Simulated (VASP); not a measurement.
# B3I (I4/mmm) in VASP: single point with PBE

Aim: the single point of B3I with PBE.

Everything below comes from runs of VASP 6.6.1. Logs are shortened: lines on timing, memory, paths and dates and some standing lists are left out, and cuts for length are marked.

## 1. The cell of the first run

It takes space group I4/mmm (No. 139, tetragonal). Conventional cell: a = 3.101 Å, b = 3.101 Å, c = 13.861 Å, α = 90.00°, β = 90.00°, γ = 90.00°. B (site symmetry 4/mmm) has 4 I at 2.19 Å within 2.9 Å. B (site symmetry -4m2) has 4 B at 2.19 Å within 2.9 Å. I (site symmetry 4/mmm) has 4 B at 2.19 Å within 2.9 Å.

## 2. Single point, PBE

INCAR

```
ALGO     = Normal         # electronic algorithm
EDIFF    = 1E-6           # SCF threshold, eV
ENCUT    = 520            # plane-wave cutoff, eV
GGA      = PE             # functional
ISIF     = 2              # what is computed and relaxed
ISMEAR   = 0              # smearing method
LASPH    = True           # aspherical terms in the spheres
LCHARG   = False          # write CHGCAR
LREAL    = False          # projectors in reciprocal space
LWAVE    = False          # write WAVECAR
NBANDS   = 16             # bands
NELM     = 80             # most SCF steps
PREC     = Accurate       # precision mode
SIGMA    = 0.1            # smearing width, eV
```

KPOINTS

```
k-points
0
Gamma
  20 20 20
```

POSCAR

```
B3I
1.0
   -1.5504412427      1.5504412427      6.9303713418
    1.5504412427     -1.5504412427      6.9303713418
    1.5504412427      1.5504412427     -6.9303713418
B I
3 1
Direct
    0.5000000000      0.5000000000      0.0000000000
    0.2500000000      0.7500000000      0.5000000000
    0.7500000000      0.2500000000      0.5000000000
    0.0000000000      0.0000000000      0.0000000000
```

Potentials or basis: VASP PAW PBE potentials, release 64 (B, I).

Launch:

```
$ cat potpaw_PBE.64/B/POTCAR potpaw_PBE.64/I/POTCAR > POTCAR
$ mpirun -np 1 vasp_std > vasp.out
```

OUTCAR:

```text
EDIFF = 1E-6
   ENCUT = 520
   GGA = PE
   ISIF = 2
   ISMEAR = 0
   LASPH = True
   LREAL = False
   NELM = 80
   PREC = Accurate

 ion  position               nearest neighbor table
   1  0.500  0.500  0.000-   4 2.19   4 2.19   4 2.19   4 2.19
   2  0.250  0.750  0.500-
   3  0.750  0.250  0.500-
   4  0.000  0.000  0.000-   1 2.19   1 2.19   1 2.19   1 2.19

  LATTYP: Found a body centered tetragonal cell.
 ALAT       =     3.1008824854
 C/A-ratio  =     4.4699348488

  Lattice vectors:

 A1 = (  -1.5504412427,   1.5504412427,   6.9303713418)
 A2 = (   1.5504412427,  -1.5504412427,   6.9303713418)
 A3 = (   1.5504412427,   1.5504412427,  -6.9303713418)

Analysis of symmetry for initial positions (statically):
=====================================================================
 Subroutine PRICEL returns:
 Original cell was already a primitive cell.

 Routine SETGRP: Setting up the symmetry group for a
 body centered tetragonal supercell.

 Subroutine GETGRP returns: Found 16 space group operations
 (whereof 16 operations were pure point group operations)
 out of a pool of 16 trial point group operations.

The static configuration has the point symmetry D_4h.

Analysis of symmetry for dynamics (positions and initial velocities):
=====================================================================
 Subroutine PRICEL returns:
 Original cell was already a primitive cell.

 Routine SETGRP: Setting up the symmetry group for a
 body centered tetragonal supercell.

 Subroutine GETGRP returns: Found 16 space group operations
 (whereof 16 operations were pure point group operations)
 out of a pool of 16 trial point group operations.

The dynamic configuration has the point symmetry D_4h.

 Subroutine INISYM returns: Found 16 space group operations
 (whereof 16 operations are pure point group operations),
 and found     1 'primitive' translations

----------------------------------------------------------------------------------------

                                     Primitive cell

  volume of cell :      66.6388

  direct lattice vectors                    reciprocal lattice vectors
    -1.550441243  1.550441243  6.930371342     0.000000000  0.322488841  0.072146206
     1.550441243 -1.550441243  6.930371342     0.322488841  0.000000000  0.072146206
     1.550441243  1.550441243 -6.930371342     0.322488841  0.322488841  0.000000000

  length of vectors
     7.268960244  7.268960244  7.268960244     0.330460479  0.330460479  0.456068093

  position of ions in fractional coordinates (direct lattice)
     0.500000000  0.500000000  0.000000000
     0.250000000  0.750000000  0.500000000
     0.750000000  0.250000000  0.500000000
     0.000000000  0.000000000  0.000000000

  ion indices of the primitive-cell ions
   primitive index   ion index
                 1           1
                 2           2
                 3           3
                 4           4

----------------------------------------------------------------------------------------

 KPOINTS: k-points

Automatic generation of k-mesh.
 Grid dimensions read from file:
 generate k-points for:   20   20   20

 Generating k-lattice:

  Cartesian coordinates                     Fractional coordinates (reciprocal lattice)
     0.000000000  0.016124442  0.003607310     0.050000000 -0.000000000  0.000000000
     0.016124442  0.000000000  0.003607310    -0.000000000  0.050000000  0.000000000
     0.016124442  0.016124442  0.000000000     0.000000000  0.000000000  0.050000000

  Length of vectors
     0.016523024  0.016523024  0.022803405

  Shift w.r.t. Gamma in fractional coordinates (k-lattice)
     0.000000000  0.000000000  0.000000000

 Subroutine IBZKPT returns following result:
 ===========================================

 Found    641 irreducible k-points:

 Following reciprocal coordinates:
            Coordinates               Weight
  0.000000  0.000000  0.000000      1.000000
  0.050000  0.000000 -0.000000      8.000000
  0.100000  0.000000 -0.000000      8.000000
  0.150000  0.000000  0.000000      8.000000
  0.200000  0.000000 -0.000000      8.000000
  0.250000  0.000000 -0.000000      8.000000
[... 16 lines left out ...]
 -0.400000  0.050000  0.000000     16.000000
 -0.350000  0.050000  0.000000     16.000000
 [... further k-points ...]
   k-points           NKPTS =    641   k-points in BZ     NKDIM =    641   number of bands    NBANDS=     16
   number of dos      NEDOS =    301   number of ions     NIONS =      4
   total plane-waves  NPLWV = 157464
   dimension x,y,z NGX =    54 NGY =   54 NGZ =   54
   dimension x,y,z NGXF=   108 NGYF=  108 NGZF=  108
   ions per type =               3   1
   NGX,Y,Z   is equivalent  to a cutoff of  12.35, 12.35, 12.35 a.u.
   NGXF,Y,Z  is equivalent  to a cutoff of  24.70, 24.70, 24.70 a.u.
 SYSTEM =  unknown system
   PREC   = accura    normal or accurate (medium, high low for compatibility)
   ISTART =      0    job   : 0-new  1-cont  2-samecut
   ICHARG =      2    charge: 1-file 2-atom 10-const
   ISPIN  =      1    spin polarized calculation?
   LNONCOLLINEAR =      F non collinear calculations
   LSORBIT =      F    spin-orbit coupling
   LASPH  =      T    aspherical Exc in radial PAW
   ENCUT  =  520.0 eV  38.22 Ry    6.18 a.u.  13.52 13.52 13.52*2*pi/ulx,y,z
   NELM   =     80;   NELMIN=  2; NELMDL= -5     # of ELM steps
   EDIFF  = 0.1E-05   stopping-criterion for ELM
   LREAL  =      F    real-space projection
[... 7 lines left out ...]
   TEBEG  =    0.0;   TEEND  =   0.0 temperature during run
   PSTRESS=    0.0 pullay stress
   NELECT =      16.0000    total number of electrons
   NUPDOWN=      -1.0000    fix difference up-down
   EMIN   =  10.00;   EMAX   =-10.00  energy-range for DOS
   EFERMI =   0.00;   METHOD = LEGACY
   ISMEAR =     0;   SIGMA  =   0.10  broadening in eV -4-tet -1-fermi 0-gaus
   EFERMI_NEDOS =   21; number of points for ismear=-14 and -15
   IALGO  =     38    algorithm
   IMIX   =      4    mixing-type and parameters
     AMIX     =   0.40;   BMIX     =  1.00
     AMIX_MAG =   1.60;   BMIX_MAG =  1.00
  volume/ion in A,a.u.               =      16.66       112.43
  Fermi-wavevector in a.u.,A,eV,Ry     =   1.017511  1.922817 14.086502  1.035329
  Thomas-Fermi vector in A             =   2.150916
   LORBIT       =      0    0 simple, 1 ext, 2 COOP (PROOUT), +10 PAW based schemes
   GGA     = PE    functional components
   LHFCALC =     F    Hartree Fock is set to
   AEXX    =    0.0000 exact exchange contribution
   IVDW    =     0    specifies the selected vdW correction
   LEPSILON=     F    determine dielectric tensor
   LRPA    =     F    only Hartree local field effects (RPA)
 non-spin polarized calculation
 Gauss-broadening in eV      SIGMA  =   0.10
  energy-cutoff  :      520.00
  volume of cell :       66.64
 maximum number of plane-waves:      1816
   NGX = 27   NGY = 27   NGZ = 27

 number of electron      16.0000000 magnetization

 Free energy of the ion-electron system (eV)
  ---------------------------------------------------
  ext. energy  EPLUGINS =         0.00000000
  ---------------------------------------------------
  free energy    TOTEN  =       -11.86361491 eV

  energy without entropy =      -11.84945158  energy(sigma->0) =      -11.85653324

 E-fermi :   4.9688     XC(G=0):  -9.6109

 val. band max:        4.9649581864   @ k =  -0.2000   0.3000   0.0500
 cond. band min:       4.9752155094   @ k =  -0.2500   0.2500   0.1000
 fundamental gap:      0.0102573230
 Fermi energy:         4.9688125825

 k-point     1 :       0.0000    0.0000    0.0000
  band No.  band energies     occupation
      1     -13.2227      2.00000
      2      -4.6213      2.00000
      3      -2.1616      2.00000
      4       0.1319      2.00000
      5       0.1319      2.00000
      6       3.6994      2.00000
[... 8 lines left out ...]
     15      13.3260      0.00000
     16      13.3260      0.00000

 k-point     2 :       0.0500    0.0000   -0.0000
  band No.  band energies     occupation
      1     -13.1896      2.00000
      2      -4.5913      2.00000
      3      -2.1208      2.00000
      4      -0.1668      2.00000
      5       0.1771      2.00000
      6       3.7242      2.00000
[... 8 lines left out ...]
     15      13.0429      0.00000
     16      13.2489      0.00000

 k-point     3 :       0.1000    0.0000   -0.0000
  band No.  band energies     occupation
      1     -13.0909      2.00000
      2      -4.5013      2.00000
      3      -1.9991      2.00000
      4      -0.9026      2.00000
      5       0.3125      2.00000
      6       3.7984      2.00000
[... 8 lines left out ...]
     15      12.3259      0.00000
     16      13.0386      0.00000

 k-point     4 :       0.1500    0.0000    0.0000
  band No.  band energies     occupation
      1     -12.9283      2.00000
      2      -4.3513      2.00000
      3      -1.8373      2.00000
      4      -1.7968      2.00000
      5       0.5372      2.00000
      6       3.7018      2.00000
[... 8 lines left out ...]
     15      11.3872      0.00000
     16      12.7641      0.00000

 k-point     5 :       0.2000    0.0000   -0.0000
  band No.  band energies     occupation
      1     -12.7052      2.00000
      2      -4.1417      2.00000
      3      -2.8264      2.00000
      4      -1.5218      2.00000
      5       0.8499      2.00000
      6       2.8934      2.00000
[... 8 lines left out ...]
     15      10.9586      0.00000
     16      12.6222      0.00000

 k-point     6 :       0.2500    0.0000   -0.0000
  band No.  band energies     occupation
      1     -12.4279      2.00000
      2      -3.9118      2.00000
      3      -3.7628      2.00000
      4      -1.1759      2.00000
      5       1.2488      2.00000
      6       2.0715      2.00000
[... 8 lines left out ...]
     15      11.2981      0.00000
     16      12.4529      0.00000

 k-point     7 :       0.3000    0.0000    0.0000
  band No.  band energies     occupation
      1     -12.1074      2.00000
      2      -4.7333      2.00000
      3      -3.5286      2.00000
      4      -0.7716      2.00000
      5       1.2690      2.00000
      6       1.7312      2.00000
[... 8 lines left out ...]
     15      11.3760      0.00000
     16      11.6418      0.00000

 k-point     8 :       0.3500    0.0000   -0.0000
  band No.  band energies     occupation
      1     -11.7637      2.00000
      2      -5.5552      2.00000
      3      -3.1362      2.00000
      4      -0.3422      2.00000
      5       0.5202      2.00000
      6       2.2934      2.00000
[... 8 lines left out ...]
     15      10.9115      0.00000
     16      11.6493      0.00000

 k-point     9 :       0.4000    0.0000   -0.0000
  band No.  band energies     occupation
      1     -11.4333      2.00000
      2      -6.2343      2.00000
      3      -2.6821      2.00000
      4      -0.3388      2.00000
      5       0.2539      2.00000
      6       2.9288      2.00000
[... 8 lines left out ...]
     15      11.2496      0.00000
     16      11.9986      0.00000
[... 172 lines left out ...]
 k-point    19 :       0.4000    0.0500   -0.0000
  band No.  band energies     occupation
      1     -11.3975      2.00000
      2      -6.2015      2.00000
      3      -2.6629      2.00000
      4      -0.2894      2.00000
      5       0.3087      2.00000
      6       2.5319      2.00000
[... 8 lines left out ...]
     15      11.5032      0.00000
     16      12.2771      0.00000

 k-point    20 :       0.4500    0.0500   -0.0000
  band No.  band energies     occupation
      1     -11.1420      2.00000
      2      -6.6689      2.00000
      3      -2.1490      2.00000
      4      -0.9296      2.00000
      5       0.6612      2.00000
      6       3.1684      2.00000
[... 8 lines left out ...]
     15      11.8439      0.00000
     16      12.3984      0.00000

 k-point    21 :       0.5000    0.0500    0.0000
  band No.  band energies     occupation
      1     -11.0427      2.00000
      2      -6.8392      2.00000
      3      -1.6012      2.00000
      4      -1.5284      2.00000
      5       0.8127      2.00000
      6       3.4136      2.00000
[... 8 lines left out ...]
     15      12.1388      0.00000
     16      12.1866      0.00000

 k-point    22 :      -0.4500    0.0500    0.0000
  band No.  band energies     occupation
      1     -11.1421      2.00000
      2      -6.6688      2.00000
      3      -2.1253      2.00000
      4      -0.9529      2.00000
      5       0.6231      2.00000
      6       3.1687      2.00000
[... 8 lines left out ...]
     15      11.8498      0.00000
     16      12.2794      0.00000

 k-point    23 :      -0.4000    0.0500    0.0000
  band No.  band energies     occupation
      1     -11.3976      2.00000
      2      -6.2014      2.00000
      3      -2.6387      2.00000
      4      -0.3242      2.00000
      5       0.2655      2.00000
      6       2.5322      2.00000
[... 8 lines left out ...]
     15      11.4987      0.00000
     16      12.0512      0.00000

 k-point    24 :      -0.3500    0.0500    0.0000
  band No.  band energies     occupation
      1     -11.7287      2.00000
      2      -5.5213      2.00000
      3      -3.0930      2.00000
      4      -0.3431      2.00000
      5       0.5480      2.00000
      6       1.9272      2.00000
[... 8 lines left out ...]
     15      11.1467      0.00000
     16      11.7077      0.00000

 [... further k-points ...]
[... 5 lines left out ...]
  --------------------------------------------------------------------------------------
  -------------------------------------------------------------------------------------
  Total       -0.0499022     -0.0499022     -0.0009690      0.0000000      0.0000000      0.0000000
  in kB       -1.1997850     -1.1997850     -0.0232978      0.0000000      0.0000000      0.0000000
  external PRESSURE =      -0.8076226 kB  Pullay stress =       0.0000000 kB

 VOLUME and BASIS-vectors are now :
 -----------------------------------------------------------------------------
  energy-cutoff  :      520.00
  volume of cell :       66.64
      direct lattice vectors                 reciprocal lattice vectors
    -1.550441243  1.550441243  6.930371342     0.000000000  0.322488841  0.072146206
     1.550441243 -1.550441243  6.930371342     0.322488841  0.000000000  0.072146206
     1.550441243  1.550441243 -6.930371342     0.322488841  0.322488841  0.000000000

 POSITION                                       TOTAL-FORCE (eV/Angst)
 -----------------------------------------------------------------------------------
      0.00000      0.00000      6.93037        -0.000000     -0.000000     -0.000000
      1.55044     -0.00000      3.46519        -0.000000      0.000000     -0.000000
     -0.00000      1.55044      3.46519         0.000000     -0.000000      0.000000
      0.00000      0.00000      0.00000        -0.000000     -0.000000     -0.000000
 -----------------------------------------------------------------------------------
    total drift:                               -0.000000      0.000000      0.000000

  FREE ENERGIE OF THE ION-ELECTRON SYSTEM (eV)
  ---------------------------------------------------
  free  energy   TOTEN  =       -11.8636149095 eV

  energy  without entropy=      -11.8494515776  energy(sigma->0) =      -11.85653324
```

Run time: 81 min. Hardware: 1 thread of AMD EPYC 7R13, shared host; peak memory 0.88 GiB.

What came out:

```yaml
Free_energy: -11.8636 eV
Pressure: -0.1 GPa
Band_gap_on_the_k_mesh: zero (bands 8 and 9 overlap by 3.60 eV)
```

Levels at points of the mesh, in eV from the Fermi level:
| k point | band 4 | band 5 | band 6 | band 7 | band 8 | band 9 | band 10 | band 11 | band 12 | band 13 |
| --- | --- | --- | --- | --- | --- | --- | --- | --- | --- | --- |
| (0.00, 0.00, 0.00) | -4.84 | -4.84 | -1.27 | -0.37 | 0.28 | 0.28 | 3.25 | 3.69 | 4.18 | 4.25 |
| (0.50, 0.00, 0.00) | -6.53 | -4.19 | -1.59 | -0.83 | -0.15 | 1.35 | 1.41 | 2.62 | 3.68 | 3.68 |
| (0.50, 0.50, 0.00) | -6.41 | -3.80 | -3.60 | -3.25 | -3.19 | -2.43 | 0.42 | 1.85 | 2.40 | 4.89 |
| (0.50, 0.50, 0.50) | -4.84 | -4.84 | -2.44 | -0.37 | 0.29 | 0.29 | 3.09 | 3.98 | 4.21 | 6.03 |

Caveat: spin-orbit coupling is left out, which moves the levels of the heavy elements.
